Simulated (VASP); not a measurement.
# CuAu (Pm) in VASP: single point with PBEsol

Aim: the single point of CuAu with PBEsol.

Program: VASP 6.6.1. These are calculated values, not measurements. Logs are shortened: lines on timing, memory, paths and dates and some standing lists are left out, and cuts for length are marked.

**1. The cell of the first run**

The structure is monoclinic, space group Pm (No. 6). Conventional cell: a = 2.800 Å, b = 2.800 Å, c = 3.670 Å, α = 90.00°, β = 90.00°, γ = 90.00°. Within 3.1 Å of Cu (site symmetry m) lie 8 Au at 2.35 to 3.07 Å and 4 Cu at 2.80 Å. Au (site symmetry m) has 8 Cu at 2.35 to 3.07 Å and 4 Au at 2.80 Å within 3.1 Å.

**2. Single point, PBEsol (atom 2 (Au) moved by (-0.300, -0.300) A along x and z)**

The input, INCAR:

```
PREC     = Accurate       # precision mode
ENCUT    = 600            # plane-wave cutoff, eV
EDIFF    = 1E-6           # SCF threshold, eV
ISMEAR   = 0              # smearing method
SIGMA    = 0.15           # smearing width, eV
LREAL    = F              # projectors in reciprocal space
LASPH    = T              # aspherical terms in the spheres
NELM     = 120            # most SCF steps
ALGO     = Normal         # electronic algorithm
ISIF     = 2              # what is computed and relaxed
LWAVE    = F              # write WAVECAR
LCHARG   = F              # write CHGCAR
GGA      = PS             # functional
NBANDS   = 18             # bands
GGA_COMPAT= F
```

The input, KPOINTS:

```
Automatic mesh
0
Gamma
  18 18 14
```

The input, POSCAR:

```
CuAu
1.0
    2.8000000000      0.0000000000      0.0000000000
    0.0000000000      2.8000000000      0.0000000000
    0.0000000000      0.0000000000      3.6700000000
Cu Au
1 1
Direct
    0.5000000000      0.5000000000      0.5000000000
   -0.1071428571      0.0000000000     -0.0817438692
```

Potentials or basis: VASP PAW PBE potentials, release 64 (Cu, Au).

Launch:

```
$ cat potpaw_PBE.64/Cu/POTCAR potpaw_PBE.64/Au/POTCAR > POTCAR
$ mpirun -np 1 vasp_std > vasp.out
```

OUTCAR:

```text
PREC = Accurate
   ENCUT = 600
   EDIFF = 1E-6
   ISMEAR = 0
   LREAL = F
   LASPH = T
   NELM = 120
   ISIF = 2
   GGA = PS

 ion  position               nearest neighbor table
   1  0.500  0.500  0.500-   2 2.35   2 2.35   2 2.68   2 2.68   2 2.78   2 2.78   2 3.07   2 3.07

   2  0.893  0.000  0.918-   1 2.35   1 2.35   1 2.68   1 2.68   1 2.78   1 2.78   1 3.07   1 3.07

  LATTYP: Found a simple tetragonal cell.
 ALAT       =     2.8000000000
 C/A-ratio  =     1.3107142857

  Lattice vectors:

 A1 = (   2.8000000000,   0.0000000000,   0.0000000000)
 A2 = (   0.0000000000,   2.8000000000,   0.0000000000)
 A3 = (   0.0000000000,   0.0000000000,   3.6700000000)

Analysis of symmetry for initial positions (statically):
=====================================================================
 Subroutine PRICEL returns:
 Original cell was already a primitive cell.

 Routine SETGRP: Setting up the symmetry group for a
 simple tetragonal supercell.

 Subroutine GETGRP returns: Found  2 space group operations
 (whereof  2 operations were pure point group operations)
 out of a pool of 16 trial point group operations.

The static configuration has the point symmetry C_1h.

Analysis of symmetry for dynamics (positions and initial velocities):
=====================================================================
 Subroutine PRICEL returns:
 Original cell was already a primitive cell.

 Routine SETGRP: Setting up the symmetry group for a
 simple tetragonal supercell.

 Subroutine GETGRP returns: Found  2 space group operations
 (whereof  2 operations were pure point group operations)
 out of a pool of 16 trial point group operations.

The dynamic configuration has the point symmetry C_1h.

 Subroutine INISYM returns: Found  2 space group operations
 (whereof  2 operations are pure point group operations),
 and found     1 'primitive' translations

----------------------------------------------------------------------------------------

                                     Primitive cell

  volume of cell :      28.7728

  direct lattice vectors                    reciprocal lattice vectors
     2.800000000  0.000000000  0.000000000     0.357142857  0.000000000  0.000000000
     0.000000000  2.800000000  0.000000000     0.000000000  0.357142857  0.000000000
     0.000000000  0.000000000  3.670000000     0.000000000  0.000000000  0.272479564

  length of vectors
     2.800000000  2.800000000  3.670000000     0.357142857  0.357142857  0.272479564

  position of ions in fractional coordinates (direct lattice)
     0.500000000  0.500000000  0.500000000
     0.892857143  0.000000000  0.918256131

  ion indices of the primitive-cell ions
   primitive index   ion index
                 1           1
                 2           2

----------------------------------------------------------------------------------------

 KPOINTS: Automatic mesh

Automatic generation of k-mesh.
 Grid dimensions read from file:
 generate k-points for:   18   18   14

 Generating k-lattice:

  Cartesian coordinates                     Fractional coordinates (reciprocal lattice)
     0.019841270  0.000000000  0.000000000     0.055555556  0.000000000  0.000000000
     0.000000000  0.019841270  0.000000000     0.000000000  0.055555556  0.000000000
     0.000000000  0.000000000  0.019462826     0.000000000  0.000000000  0.071428571

  Length of vectors
     0.019841270  0.019841270  0.019462826

  Shift w.r.t. Gamma in fractional coordinates (k-lattice)
     0.000000000  0.000000000  0.000000000

 Subroutine IBZKPT returns following result:
 ===========================================

 Found   1280 irreducible k-points:

 Following reciprocal coordinates:
            Coordinates               Weight
  0.000000  0.000000  0.000000      1.000000
  0.055556  0.000000  0.000000      2.000000
  0.000000  0.055556  0.000000      2.000000
  0.111111  0.000000  0.000000      2.000000
  0.000000  0.111111  0.000000      2.000000
  0.166667  0.000000  0.000000      2.000000
[... 16 lines left out ...]
  0.166667  0.055556  0.000000      4.000000
 -0.055556  0.166667  0.000000      4.000000
 [... further k-points ...]
   k-points           NKPTS =   1280   k-points in BZ     NKDIM =   1280   number of bands    NBANDS=     18
   number of dos      NEDOS =    301   number of ions     NIONS =      2
   total plane-waves  NPLWV =  17280
   dimension x,y,z NGX =    24 NGY =   24 NGZ =   30
   dimension x,y,z NGXF=    48 NGYF=   48 NGZF=   60
   ions per type =               1   1
   NGX,Y,Z   is equivalent  to a cutoff of  14.25, 14.25, 13.59 a.u.
   NGXF,Y,Z  is equivalent  to a cutoff of  28.50, 28.50, 27.18 a.u.
 SYSTEM =  unknown system
   PREC   = accura    normal or accurate (medium, high low for compatibility)
   ISTART =      0    job   : 0-new  1-cont  2-samecut
   ICHARG =      2    charge: 1-file 2-atom 10-const
   ISPIN  =      1    spin polarized calculation?
   LNONCOLLINEAR =      F non collinear calculations
   LSORBIT =      F    spin-orbit coupling
   LASPH  =      T    aspherical Exc in radial PAW
   ENCUT  =  600.0 eV  44.10 Ry    6.64 a.u.   5.59  5.59  7.33*2*pi/ulx,y,z
   NELM   =    120;   NELMIN=  2; NELMDL= -5     # of ELM steps
   EDIFF  = 0.1E-05   stopping-criterion for ELM
   LREAL  =      F    real-space projection
   EDIFFG = 0.1E-04   stopping-criterion for IOM
   NSW    =      0    number of steps for IOM
   IBRION =     -1    ionic relax: 0-MD 1-quasi-New 2-CG
   NFREE  =      0    steps in history (QN), initial steepest desc. (CG)
   ISIF   =      2    stress and relaxation
   ISYM   =      2    0-nonsym 1-usesym 2-fastsym
   POTIM  = 0.5000    time-step for ionic-motion
   TEBEG  =    0.0;   TEEND  =   0.0 temperature during run
   PSTRESS=    0.0 pullay stress
   NELECT =      22.0000    total number of electrons
   NUPDOWN=      -1.0000    fix difference up-down
   EMIN   =  10.00;   EMAX   =-10.00  energy-range for DOS
   EFERMI =   0.00;   METHOD = LEGACY
   ISMEAR =     0;   SIGMA  =   0.15  broadening in eV -4-tet -1-fermi 0-gaus
   EFERMI_NEDOS =   21; number of points for ismear=-14 and -15
   IALGO  =     38    algorithm
   IMIX   =      4    mixing-type and parameters
     AMIX     =   0.40;   BMIX     =  1.00
     AMIX_MAG =   1.60;   BMIX_MAG =  1.00
  volume/ion in A,a.u.               =      14.39        97.08
  Fermi-wavevector in a.u.,A,eV,Ry     =   1.497000  2.828919 30.490762  2.241008
  Thomas-Fermi vector in A             =   2.608944
   LORBIT       =      0    0 simple, 1 ext, 2 COOP (PROOUT), +10 PAW based schemes
   GGA     = PS    functional components
   LHFCALC =     F    Hartree Fock is set to
   AEXX    =    0.0000 exact exchange contribution
   IVDW    =     0    specifies the selected vdW correction
   LEPSILON=     F    determine dielectric tensor
   LRPA    =     F    only Hartree local field effects (RPA)
 non-spin polarized calculation
 Gauss-broadening in eV      SIGMA  =   0.15
  energy-cutoff  :      600.00
  volume of cell :       28.77
 maximum number of plane-waves:       980
   NGX = 11   NGY = 11   NGZ = 15

 number of electron      22.0000012 magnetization

 Free energy of the ion-electron system (eV)
  ---------------------------------------------------
  ext. energy  EPLUGINS =         0.00000000
  ---------------------------------------------------
  free energy    TOTEN  =        -7.78889057 eV

  energy without entropy =       -7.78228517  energy(sigma->0) =       -7.78558787

 E-fermi :   8.7740     XC(G=0): -12.8479

 val. band max:        8.7738636528   @ k =   0.1111   0.1111   0.2857
 cond. band min:       8.7753921097   @ k =  -0.1111   0.5000   0.3571
 fundamental gap:      0.0015284568
 Fermi energy:         8.7740371980

 k-point     1 :       0.0000    0.0000    0.0000
  band No.  band energies     occupation
      1      -1.2529      2.00000
      2       1.8039      2.00000
      3       2.0725      2.00000
      4       4.2224      2.00000
      5       4.5772      2.00000
      6       5.6420      2.00000
[... 10 lines left out ...]
     17      25.6038      0.00000
     18      26.6222      0.00000

 k-point     2 :       0.0556    0.0000    0.0000
  band No.  band energies     occupation
      1      -1.1808      2.00000
      2       1.8319      2.00000
      3       2.1208      2.00000
      4       4.2293      2.00000
      5       4.5316      2.00000
      6       5.6033      2.00000
[... 10 lines left out ...]
     17      25.5863      0.00000
     18      26.6554      0.00000

 k-point     3 :       0.0000    0.0556    0.0000
  band No.  band energies     occupation
      1      -1.1785      2.00000
      2       1.8532      2.00000
      3       2.0975      2.00000
      4       4.1814      2.00000
      5       4.5846      2.00000
      6       5.5626      2.00000
[... 10 lines left out ...]
     17      26.1646      0.00000
     18      26.6717      0.00000

 k-point     4 :       0.1111    0.0000    0.0000
  band No.  band energies     occupation
      1      -0.9692      2.00000
      2       1.9063      2.00000
      3       2.2708      2.00000
      4       4.2479      2.00000
      5       4.3970      2.00000
      6       5.4940      2.00000
[... 10 lines left out ...]
     17      26.5623      0.00000
     18      27.0126      0.00000

 k-point     5 :       0.0000    0.1111    0.0000
  band No.  band energies     occupation
      1      -0.9596      2.00000
      2       1.9839      2.00000
      3       2.1853      2.00000
      4       4.0638      2.00000
      5       4.6025      2.00000
      6       5.3730      2.00000
[... 10 lines left out ...]
     17      26.5521      0.00000
     18      27.6895      0.00000

 k-point     6 :       0.1667    0.0000    0.0000
  band No.  band energies     occupation
      1      -0.6327      2.00000
      2       2.0116      2.00000
      3       2.5238      2.00000
      4       4.1869      2.00000
      5       4.2726      2.00000
      6       5.3344      2.00000
[... 10 lines left out ...]
     17      26.4889      0.00000
     18      27.7132      0.00000

 k-point     7 :       0.0000    0.1667    0.0000
  band No.  band energies     occupation
      1      -0.6102      2.00000
      2       2.1313      2.00000
      3       2.3863      2.00000
      4       3.8847      2.00000
      5       4.6221      2.00000
      6       5.1295      2.00000
[... 10 lines left out ...]
     17      26.3278      0.00000
     18      27.7541      0.00000

 k-point     8 :       0.2222    0.0000    0.0000
  band No.  band energies     occupation
      1      -0.1966      2.00000
      2       2.1399      2.00000
      3       2.8589      2.00000
      4       3.9367      2.00000
      5       4.2926      2.00000
      6       5.1548      2.00000
[... 10 lines left out ...]
     17      25.9082      0.00000
     18      27.3708      0.00000
[... 229 lines left out ...]
     17      23.4637      0.00000
     18      25.3086      0.00000

 k-point    20 :       0.0556    0.0556    0.0000
  band No.  band energies     occupation
      1      -1.1063      2.00000
      2       1.8831      2.00000
      3       2.1435      2.00000
      4       4.1864      2.00000
      5       4.5398      2.00000
      6       5.5215      2.00000
[... 10 lines left out ...]
     17      26.1196      0.00000
     18      26.7025      0.00000

 k-point    21 :       0.1111    0.0556    0.0000
  band No.  band energies     occupation
      1      -0.8947      2.00000
      2       1.9606      2.00000
      3       2.2892      2.00000
      4       4.1969      2.00000
      5       4.4103      2.00000
      6       5.4060      2.00000
[... 10 lines left out ...]
     17      26.6063      0.00000
     18      27.0705      0.00000

 k-point    22 :      -0.0556    0.1111    0.0000
  band No.  band energies     occupation
      1      -0.8874      2.00000
      2       2.0226      2.00000
      3       2.2212      2.00000
      4       4.0659      2.00000
      5       4.5578      2.00000
      6       5.3234      2.00000
[... 10 lines left out ...]
     17      26.6097      0.00000
     18      27.6142      0.00000

 k-point    23 :       0.1667    0.0556    0.0000
  band No.  band energies     occupation
      1      -0.5582      2.00000
      2       2.0669      2.00000
      3       2.5384      2.00000
      4       4.1492      2.00000
      5       4.2679      2.00000
      6       5.2397      2.00000
[... 10 lines left out ...]
     17      26.5647      0.00000
     18      27.9223      0.00000

 k-point    24 :      -0.0556    0.1667    0.0000
  band No.  band energies     occupation
      1      -0.5382      2.00000
      2       2.1838      2.00000
      3       2.4059      2.00000
      4       3.8849      2.00000
      5       4.5756      2.00000
      6       5.0711      2.00000
[... 10 lines left out ...]
     17      26.4026      0.00000
     18      27.9097      0.00000

 [... further k-points ...]
[... 5 lines left out ...]
  --------------------------------------------------------------------------------------
  -------------------------------------------------------------------------------------
  Total        1.2742869      2.6442684      2.3208328      0.0000000      0.0000000      2.0608303
  in kB       70.9570700    147.2427720    129.2326683      0.0000000      0.0000000    114.7547555
  external PRESSURE =     115.8108367 kB  Pullay stress =       0.0000000 kB

 VOLUME and BASIS-vectors are now :
 -----------------------------------------------------------------------------
  energy-cutoff  :      600.00
  volume of cell :       28.77
      direct lattice vectors                 reciprocal lattice vectors
     2.800000000  0.000000000  0.000000000     0.357142857  0.000000000  0.000000000
     0.000000000  2.800000000  0.000000000     0.000000000  0.357142857  0.000000000
     0.000000000  0.000000000  3.670000000     0.000000000  0.000000000  0.272479564

 POSITION                                       TOTAL-FORCE (eV/Angst)
 -----------------------------------------------------------------------------------
      1.40000      1.40000      1.83500        -1.655660      0.000000     -2.873486
      2.50000      0.00000      3.37000         1.655660      0.000000      2.873486
 -----------------------------------------------------------------------------------
    total drift:                               -0.000012      0.000000     -0.000118

  FREE ENERGIE OF THE ION-ELECTRON SYSTEM (eV)
  ---------------------------------------------------
  free  energy   TOTEN  =        -7.7888905682 eV

  energy  without entropy=       -7.7822851696  energy(sigma->0) =       -7.78558787
```

It took 12 min on 1 thread of Oxide Virtual Turin-like, shared host; peak memory 0.85 GiB.

Results:

- Free energy: -7.7889 eV
- Pressure: 11.6 GPa
- Largest force: 3.316 eV/Å
- Band gap on the k mesh: zero (bands 11 and 12 overlap by 6.15 eV)

Forces on the atoms (eV/Å):
```
Cu  -1.656  0.000 -2.873
Au   1.656  0.000  2.873
```

Levels at points of the mesh, in eV from the Fermi level:
```
           k point  band 8  band 9  band 10  band 11  band 12  band 13  band 14  band 15
(0.00, 0.00, 0.00)   -2.36   -1.93    -1.77    -1.29     2.54     7.64    10.04    10.70
(0.50, 0.00, 0.00)   -2.66   -2.29    -1.65    -1.18     0.02     7.79     9.38    11.59
(0.00, 0.50, 0.00)   -2.61   -2.06    -2.01    -0.97    -0.23     8.37     8.83    12.22
(0.50, 0.50, 0.00)   -1.74   -1.57    -1.57     0.75     0.86     5.06     6.66    10.59
(0.00, 0.00, 0.50)   -2.80   -2.26    -2.19    -1.94    -1.69    12.92    14.04    14.20
(0.50, 0.00, 0.50)   -1.98   -1.66    -1.40    -1.13    -0.55     2.45     4.24    15.89
(0.00, 0.50, 0.50)   -2.04   -1.77    -1.75    -1.06    -0.97     2.68     4.35    15.96
(0.50, 0.50, 0.50)   -2.16   -1.76    -1.76     4.43     4.64     5.49     6.22     6.38
```

Caveat: the cell differs from its parent crystal (atom 2 (Au) moved by (-0.300, -0.300) A along x and z); the stress differs along the axes, from 7 to 15 GPa; the PAW data sets were made with another functional, which shifts forces and pressure a little; spin-orbit coupling is left out, which moves the levels of the heavy elements.
